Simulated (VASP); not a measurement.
Set up this calculation in VASP 6.6.1, as the native input.

```
Task                   : single point
Functional             : r2SCAN
Potentials or basis    : VASP PAW PBE potentials, release 64 (Pt, Se)
Cutoff                 : 520 eV
k mesh                 : 12 × 12 × 6
Occupations            : gaussian, width 0.02 eV
Spin                   : no spin polarisation
Dipole correction      : no
Further INCAR settings : ALGO = Normal; EDIFF = 1e-06; NBANDS = 18
```

PtSe2:

```
Pt Se
1.0
     3.60596    0.00000    0.00000
    -1.80298    3.12285    0.00000
     0.00000    0.00000    5.64720
Pt Se
1 2
Cartesian
  0.0000 0.0000 0.0000
  1.8030 1.0410 4.2834
  0.0000 2.0819 1.3638
```

This cell differs from its parent crystal: equal strain along all axes, cell held: -3.0 %, then relaxed in part.

One way to write it, as run:

POSCAR

```
PtSe2
1.0
    3.6059578113      0.0000000000      0.0000000000
   -1.8029789056      3.1228510695      0.0000000000
    0.0000000000      0.0000000000      5.6471974523
Pt Se
1 2
Direct
    0.0000000000      0.0000000000      0.0000000000
    0.6666666667      0.3333333333      0.7584989285
    0.3333333333      0.6666666667      0.2415010715
```

INCAR.step1

```
  PREC = Accurate
  ENCUT = 520
  ISMEAR = 0
  SIGMA = 0.02
  LREAL = False
  LASPH = True
  NELM = 80
  NBANDS = 18
  GGA = PE
  ALGO = Normal
  EDIFF = 1E-4
  LWAVE = True
  LCHARG = False
```

INCAR.step2

```
  PREC = Accurate
  ENCUT = 520
  EDIFF = 1E-6
  ISMEAR = 0
  SIGMA = 0.02
  LREAL = False
  LASPH = True
  NELM = 80
  ALGO = Normal
  ISIF = 2
  LWAVE = False
  LCHARG = False
  METAGGA = R2SCAN
  LMIXTAU = True
  NBANDS = 18
  ISTART = 1
```

KPOINTS

```
regular mesh
0
Gamma
  12 12 6
```

Potentials or basis: VASP PAW PBE potentials, release 64 (Pt, Se).

The run is started by

```sh
$ cat potpaw_PBE.64/Pt/POTCAR potpaw_PBE.64/Se/POTCAR > POTCAR
$ cp INCAR.step1 INCAR
$ mpirun -np 1 vasp_std > vasp.out
$ cp INCAR.step2 INCAR
$ mpirun -np 1 vasp_std > vasp.out
```

It gave:

```
Pressure               : 5.7 GPa
Largest force          : 0.025 eV/Å
Band gap on the k mesh : 0.43 eV (least direct gap 0.80 eV)
```

Caveat: the cell differs from its parent crystal (equal strain along all axes, cell held: -3.0 %, then relaxed in part); the cell stands under pressure; the PAW data sets were made with another functional, which shifts forces and pressure a little; spin-orbit coupling is left out, which moves the levels of the heavy elements.

Wall time 3.6 min on 1 thread of Intel(R) Xeon(R) Platinum 8559C (Emerald Rapids), with other jobs on the host, peak memory 0.27 GiB.
